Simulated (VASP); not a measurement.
A run of VASP 6.6.1 is set up as follows.

File INCAR:

```
SYSTEM = CdSe
PREC = Accurate
ENCUT = 520
EDIFF = 1E-7
ISMEAR = -1
SIGMA = 0.01
LREAL = .False.
LASPH = .True.
NELM = 150
ALGO = Normal
ISIF = 2
LWAVE = .False.
LCHARG = .False.
ISPIN = 2
MAGMOM = 0.5 0.5 0 0
LORBIT = 11
GGA = PE
NBANDS = 30
```

KPOINTS

```
Automatic mesh
0
Gamma
  7 7 4
  0 0 0
```

POSCAR

```
CdSe
1.0
    4.2711400700      0.0000000000      0.0000000000
   -2.1355700350      3.6989158038      0.0000000000
    0.0000000000      0.0000000000      6.9728844864
Cd Se
2 2
Direct
    0.6666666667      0.3333333333      0.5000000000
    0.3333333333      0.6666666667      0.0000000000
    0.6666666667      0.3333333333      0.8850000000
    0.3333333333      0.6666666667      0.3850000000
```

Potentials or basis: VASP PAW PBE potentials, release 64 (Cd, Se).

Command:

```console
$ cat potpaw_PBE.64/Cd/POTCAR potpaw_PBE.64/Se/POTCAR > POTCAR
$ mpirun -np 1 vasp_std > vasp.out
```

Q: What does it give for the net moment?

A: 0.00 μB per cell.

Q: Predict the pressure.

A: 4.6 GPa.

Q: Predict the band gap on the k mesh.

A: 0.75 eV.

Q: Estimate the largest force.

A: 0.313 eV/Å.

Stress tensor (GPa, compression positive):
```
5.39 0.00 0.00
0.00 5.39 0.00
0.00 0.00 3.02
```

Caveat: the cell stands under pressure.
